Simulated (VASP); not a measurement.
# Sr2CdP2 (Immm) in VASP: single point with PBE

Aim: the single point of Sr2CdP2 with PBE.

Everything below comes from runs of VASP 6.6.1. Logs are shortened: lines on timing, memory, paths and dates and some standing lists are left out, and cuts for length are marked.

## (1) The cell of the first run

The structure is orthorhombic, space group Immm (No. 71). Conventional cell: a = 4.620 Å, b = 6.013 Å, c = 9.308 Å, α = 90.00°, β = 90.00°, γ = 90.00°. Within 3.7 Å of P (site symmetry m2m) lie 2 P at 2.77 to 3.24 Å and 2 Cd at 2.82 Å and 6 Sr at 3.23 to 3.27 Å. Cd (site symmetry mmm) has 4 P at 2.82 Å and 8 Sr at 3.54 to 3.62 Å within 3.7 Å. Within 4.2 Å of Sr (site symmetry mm2) lie 6 P at 3.23 to 3.27 Å and 4 Cd at 3.54 to 3.62 Å and 5 Sr at 3.72 to 3.90 Å.

## (2) Single point, PBE

Contents of INCAR:

```
SYSTEM = Sr2CdP2
PREC     = Accurate       ! precision mode
ENCUT    = 520            ! plane-wave cutoff, eV
EDIFF    = 1E-6           ! SCF threshold, eV
ISMEAR   = -1             ! smearing method
SIGMA    = 0.1            ! smearing width, eV
LREAL    = .FALSE.        ! projectors in reciprocal space
LASPH    = .TRUE.         ! aspherical terms in the spheres
NELM     = 60             ! most SCF steps
ALGO     = Normal         ! electronic algorithm
ISIF     = 2              ! what is computed and relaxed
LWAVE    = .FALSE.        ! write WAVECAR
LCHARG   = .TRUE.         ! write CHGCAR
GGA      = PE             ! functional
LELF     = .TRUE.         ! ELF
LVHAR    = .TRUE.       
NBANDS   = 29             ! bands
```

Contents of KPOINTS:

```
regular mesh
0
G
  8 8 8
  0 0 0
```

Contents of POSCAR:

```
Sr2CdP2
1.0
   -2.3098100000      3.0066130000      4.6541680000
    4.6196190000      0.0000000000      0.0000000000
    2.3098100000      3.0066130000     -4.6541680000
P Cd Sr
2 1 2
Direct
    0.7303400000      0.5000000000      0.7303400000
    0.2696600000      0.5000000000      0.2696600000
    0.0000000000      0.0000000000      0.0000000000
    0.6999500000      0.1999500000      0.3000500000
    0.3000500000      0.8000500000      0.6999500000
```

Potentials or basis: VASP PAW PBE potentials, release 64 (P, Cd, Sr_sv).

On the command line:

```
$ cat potpaw_PBE.64/P/POTCAR potpaw_PBE.64/Cd/POTCAR potpaw_PBE.64/Sr_sv/POTCAR > POTCAR
$ mpirun -np 1 vasp_std > vasp.out
```

OUTCAR:

```text
SYSTEM = Sr2CdP2
   PREC = Accurate
   ENCUT = 520
   EDIFF = 1E-6
   ISMEAR = -1
   LREAL = .FALSE.
   LASPH = .TRUE.
   NELM = 60
   ISIF = 2
   GGA = PE

 ion  position               nearest neighbor table
   1  0.730  0.500  0.730-   2 2.77   3 2.82   3 2.82   4 3.23   5 3.23   4 3.27   5 3.27   4 3.27
                             5 3.27
   2  0.270  0.500  0.270-   1 2.77   3 2.82   3 2.82   5 3.23   4 3.23   5 3.27   4 3.27   4 3.27
                             5 3.27
   3  0.000  0.000  0.000-   1 2.82   2 2.82   1 2.82   2 2.82   4 3.54   4 3.54   5 3.54   5 3.54
                             4 3.62   5 3.62   5 3.62   4 3.62
   4  0.700  0.200  0.300-   2 3.23   1 3.23   1 3.27   2 3.27   2 3.27   1 3.27   3 3.54   3 3.54
                             3 3.62   3 3.62   5 3.72   5 3.90   5 3.90   5 3.90   5 3.90
   5  0.300  0.800  0.700-   2 3.23   1 3.23   1 3.27   2 3.27   2 3.27   1 3.27   3 3.54   3 3.54
                             3 3.62   3 3.62   4 3.72   4 3.90   4 3.90   4 3.90   4 3.90

  LATTYP: Found a body centered orthorhombic cell.
 ALAT       =     4.6196190000
 B/A-ratio  =     1.3016714149
 C/A-ratio  =     2.0149575106

  Lattice vectors:

 A1 = (  -2.3098100000,   3.0066130000,   4.6541680000)
 A2 = (   2.3098090000,  -3.0066130000,   4.6541680000)
 A3 = (   2.3098100000,   3.0066130000,  -4.6541680000)

Analysis of symmetry for initial positions (statically):
=====================================================================
 Subroutine PRICEL returns:
 Original cell was already a primitive cell.

 Routine SETGRP: Setting up the symmetry group for a
 body centered orthorhombic supercell.

 Subroutine GETGRP returns: Found  8 space group operations
 (whereof  8 operations were pure point group operations)
 out of a pool of  8 trial point group operations.

The static configuration has the point symmetry D_2h.

Analysis of symmetry for dynamics (positions and initial velocities):
=====================================================================
 Subroutine PRICEL returns:
 Original cell was already a primitive cell.

 Routine SETGRP: Setting up the symmetry group for a
 body centered orthorhombic supercell.

 Subroutine GETGRP returns: Found  8 space group operations
 (whereof  8 operations were pure point group operations)
 out of a pool of  8 trial point group operations.

The dynamic configuration has the point symmetry D_2h.

 Subroutine INISYM returns: Found  8 space group operations
 (whereof  8 operations are pure point group operations),
 and found     1 'primitive' translations

----------------------------------------------------------------------------------------

                                     Primitive cell

  volume of cell :     129.2873

  direct lattice vectors                    reciprocal lattice vectors
    -2.309810000  3.006613000  4.654168000     0.000000000  0.166300086  0.107430587
     4.619619000  0.000000000  0.000000000     0.216468068  0.000000000  0.107430610
     2.309810000  3.006613000 -4.654168000     0.000000000  0.166300086 -0.107430587

  length of vectors
     6.003017886  4.619619000  6.003017886     0.197982448  0.241660424  0.197982448

  position of ions in fractional coordinates (direct lattice)
     0.730340000  0.500000000  0.730340000
     0.269660000  0.500000000  0.269660000
     0.000000000  0.000000000  0.000000000
     0.699950000  0.199950000  0.300050000
     0.300050000  0.800050000  0.699950000

  ion indices of the primitive-cell ions
   primitive index   ion index
                 1           1
                 2           2
                 3           3
                 4           4
                 5           5

----------------------------------------------------------------------------------------

 KPOINTS: regular mesh

Automatic generation of k-mesh.
 Grid dimensions read from file:
 generate k-points for:    8    8    8

 Generating k-lattice:

  Cartesian coordinates                     Fractional coordinates (reciprocal lattice)
     0.000000000  0.020787511  0.013428823     0.125000000  0.000000000  0.000000000
     0.027058509  0.000000000  0.013428826     0.000000000  0.125000000  0.000000000
     0.000000000  0.020787511 -0.013428823     0.000000000  0.000000000  0.125000000

  Length of vectors
     0.024747806  0.030207553  0.024747806

  Shift w.r.t. Gamma in fractional coordinates (k-lattice)
     0.000000000  0.000000000  0.000000000

 Subroutine IBZKPT returns following result:
 ===========================================

 Found     95 irreducible k-points:

 Following reciprocal coordinates:
            Coordinates               Weight
  0.000000  0.000000  0.000000      1.000000
  0.125000  0.000000  0.000000      4.000000
  0.250000  0.000000  0.000000      4.000000
  0.375000  0.000000  0.000000      4.000000
  0.500000  0.000000  0.000000      2.000000
  0.000000  0.125000  0.000000      4.000000
[... 16 lines left out ...]
  0.125000  0.375000  0.000000      8.000000
  0.250000  0.375000  0.000000      8.000000
 [... further k-points ...]
   k-points           NKPTS =     95   k-points in BZ     NKDIM =     95   number of bands    NBANDS=     29
   number of dos      NEDOS =    301   number of ions     NIONS =      5
   total plane-waves  NPLWV =  82944
   dimension x,y,z NGX =    48 NGY =   36 NGZ =   48
   dimension x,y,z NGXF=    96 NGYF=   72 NGZF=   96
   ions per type =               2   1   2
   NGX,Y,Z   is equivalent  to a cutoff of  13.29, 12.96, 13.29 a.u.
   NGXF,Y,Z  is equivalent  to a cutoff of  26.59, 25.91, 26.59 a.u.
 SYSTEM =  Sr2CdP2
   PREC   = accura    normal or accurate (medium, high low for compatibility)
   ISTART =      0    job   : 0-new  1-cont  2-samecut
   ICHARG =      2    charge: 1-file 2-atom 10-const
   ISPIN  =      1    spin polarized calculation?
   LNONCOLLINEAR =      F non collinear calculations
   LSORBIT =      F    spin-orbit coupling
   LASPH  =      T    aspherical Exc in radial PAW
   ENCUT  =  520.0 eV  38.22 Ry    6.18 a.u.  11.16  8.59 11.16*2*pi/ulx,y,z
   NELM   =     60;   NELMIN=  2; NELMDL= -5     # of ELM steps
   EDIFF  = 0.1E-05   stopping-criterion for ELM
   LREAL  =      F    real-space projection
   EDIFFG = 0.1E-04   stopping-criterion for IOM
   NSW    =      0    number of steps for IOM
   IBRION =     -1    ionic relax: 0-MD 1-quasi-New 2-CG
   NFREE  =      0    steps in history (QN), initial steepest desc. (CG)
   ISIF   =      2    stress and relaxation
   ISYM   =      2    0-nonsym 1-usesym 2-fastsym
   POTIM  = 0.5000    time-step for ionic-motion
   TEBEG  =    0.0;   TEEND  =   0.0 temperature during run
   PSTRESS=    0.0 pullay stress
   NELECT =      42.0000    total number of electrons
   NUPDOWN=      -1.0000    fix difference up-down
   EMIN   =  10.00;   EMAX   =-10.00  energy-range for DOS
   EFERMI =   0.00;   METHOD = LEGACY
   ISMEAR =    -1;   SIGMA  =   0.10  broadening in eV -4-tet -1-fermi 0-gaus
   EFERMI_NEDOS =   21; number of points for ismear=-14 and -15
   IALGO  =     38    algorithm
   IMIX   =      4    mixing-type and parameters
     AMIX     =   0.40;   BMIX     =  1.00
     AMIX_MAG =   1.60;   BMIX_MAG =  1.00
  volume/ion in A,a.u.               =      25.86       174.49
  Fermi-wavevector in a.u.,A,eV,Ry     =   1.125398  2.126693 17.232050  1.266520
  Thomas-Fermi vector in A             =   2.262074
   LORBIT       =      0    0 simple, 1 ext, 2 COOP (PROOUT), +10 PAW based schemes
   GGA     = PE    functional components
[... 5 lines left out ...]
 non-spin polarized calculation
  energy-cutoff  :      520.00
  volume of cell :      129.29
 maximum number of plane-waves:      3502
 NGX is ok and might be reduce to    48
   NGX = 23   NGY = 17   NGZ = 23

 number of electron      42.0000001 magnetization

 Free energy of the ion-electron system (eV)
  ---------------------------------------------------
  ext. energy  EPLUGINS =         0.00000000
  ---------------------------------------------------
  free energy    TOTEN  =       -17.85293400 eV

  energy without entropy =      -17.76757537  energy(sigma->0) =      -17.81025468

 E-fermi :   3.9977     XC(G=0):  -9.5283

 val. band max:        3.9913964863   @ k =  -0.2500   0.5000   0.2500
 cond. band min:       4.0175157879   @ k =   0.1250   0.2500   0.1250
 fundamental gap:      0.0261193016
 Fermi energy:         3.9976998122

 k-point     1 :       0.0000    0.0000    0.0000
  band No.  band energies     occupation
      1     -31.6588      2.00000
      2     -31.6117      2.00000
      3     -13.8520      2.00000
      4     -13.7950      2.00000
      5     -13.7091      2.00000
      6     -13.6176      2.00000
[... 21 lines left out ...]
     28       8.1410      0.00000
     29       8.3010      0.00000

 k-point     2 :       0.1250    0.0000    0.0000
  band No.  band energies     occupation
      1     -31.6572      2.00000
      2     -31.6133      2.00000
      3     -13.8450      2.00000
      4     -13.8010      2.00000
      5     -13.7051      2.00000
      6     -13.6170      2.00000
[... 21 lines left out ...]
     28       8.4793      0.00000
     29       8.4989      0.00000

 k-point     3 :       0.2500    0.0000    0.0000
  band No.  band energies     occupation
      1     -31.6527      2.00000
      2     -31.6178      2.00000
      3     -13.8306      2.00000
      4     -13.8092      2.00000
      5     -13.6941      2.00000
      6     -13.6369      2.00000
[... 21 lines left out ...]
     28       8.2978      0.00000
     29       8.5093      0.00000

 k-point     4 :       0.3750    0.0000    0.0000
  band No.  band energies     occupation
      1     -31.6465      2.00000
      2     -31.6239      2.00000
      3     -13.8348      2.00000
      4     -13.7905      2.00000
      5     -13.6784      2.00000
      6     -13.6730      2.00000
[... 21 lines left out ...]
     28       8.0560      0.00000
     29       8.4035      0.00000

 k-point     5 :       0.5000    0.0000    0.0000
  band No.  band energies     occupation
      1     -31.6425      2.00000
      2     -31.6279      2.00000
      3     -13.8392      2.00000
      4     -13.7740      2.00000
      5     -13.6939      2.00000
      6     -13.6675      2.00000
[... 21 lines left out ...]
     28       7.9313      0.00000
     29       7.9739      0.00000
[... 510 lines left out ...]
     28       8.1954      0.00000
     29       8.6420      0.00000

 k-point    22 :      -0.0000    0.3750    0.0000
  band No.  band energies     occupation
      1     -31.6449      2.00000
      2     -31.6224      2.00000
      3     -13.8153      2.00000
      4     -13.7699      2.00000
      5     -13.7577      2.00000
      6     -13.6744      2.00000
[... 21 lines left out ...]
     28       8.5085      0.00000
     29       8.6534      0.00000

 k-point    23 :       0.1250    0.3750    0.0000
  band No.  band energies     occupation
      1     -31.6429      2.00000
      2     -31.6244      2.00000
      3     -13.8270      2.00000
      4     -13.8008      2.00000
      5     -13.7509      2.00000
      6     -13.6837      2.00000
[... 21 lines left out ...]
     28       8.2116      0.00000
     29       8.6695      0.00000

 k-point    24 :       0.2500    0.3750    0.0000
  band No.  band energies     occupation
      1     -31.6405      2.00000
      2     -31.6267      2.00000
      3     -13.8513      2.00000
      4     -13.8178      2.00000
      5     -13.7773      2.00000
      6     -13.6548      2.00000
[... 21 lines left out ...]
     28       8.1498      0.00000
     29       8.4989      0.00000

 [... further k-points ...]

------------------------ aborting loop because EDIFF is reached ----------------------------------------

  FORCE on cell =-STRESS in cart. coord.  units (eV):
  Direction    XX          YY          ZZ          XY          YZ          ZX
  --------------------------------------------------------------------------------------
  -------------------------------------------------------------------------------------
  Total       -1.6032510      1.7925283     -1.6992240      0.0000000      0.0000000      0.0000002
  in kB      -19.8681014     22.2136983    -21.0574355      0.0000000      0.0000000      0.0000023
  external PRESSURE =      -6.2372795 kB  Pullay stress =       0.0000000 kB

 VOLUME and BASIS-vectors are now :
 -----------------------------------------------------------------------------
  energy-cutoff  :      520.00
  volume of cell :      129.29
      direct lattice vectors                 reciprocal lattice vectors
    -2.309810000  3.006613000  4.654168000     0.000000000  0.166300086  0.107430587
     4.619619000  0.000000000  0.000000000     0.216468068  0.000000000  0.107430610
     2.309810000  3.006613000 -4.654168000     0.000000000  0.166300086 -0.107430587

 POSITION                                       TOTAL-FORCE (eV/Angst)
 -----------------------------------------------------------------------------------
      2.30981      4.39170      0.00000         0.000000     -0.532487      0.000000
      2.30981      1.62153      0.00000         0.000000      0.532487      0.000000
      0.00000      0.00000      0.00000         0.000000      0.000000      0.000000
     -0.00000      3.00661      1.86120        -0.000000     -0.000000      0.044017
      4.61962      3.00661     -1.86120         0.000000     -0.000000     -0.044017
 -----------------------------------------------------------------------------------
    total drift:                               -0.000000     -0.000000      0.000000

  FREE ENERGIE OF THE ION-ELECTRON SYSTEM (eV)
  ---------------------------------------------------
  free  energy   TOTEN  =       -17.8529339954 eV

  energy  without entropy=      -17.7675753689  energy(sigma->0) =      -17.81025468
```

Wall time 14 min (1 thread of AMD EPYC, shared host); peak memory 0.48 GiB.

Results:

```yaml
Free_energy: -17.8529 eV
Pressure: -0.6 GPa
Largest_force: 0.532 eV/Å
Band_gap_on_the_k_mesh: zero (bands 21 and 22 overlap by 0.65 eV)
```

Forces in eV/Å, atoms in the order of the input:
```
P    0.000 -0.532  0.000
P    0.000  0.532  0.000
Cd   0.000  0.000  0.000
Sr   0.000  0.000  0.044
Sr   0.000  0.000 -0.044
```

Stress tensor (GPa, compression positive):
```
-1.99  0.00  0.00
 0.00  2.22  0.00
 0.00  0.00 -2.11
```

The gap in the log of VASP goes by the Fermi energy; the results here count the filled bands.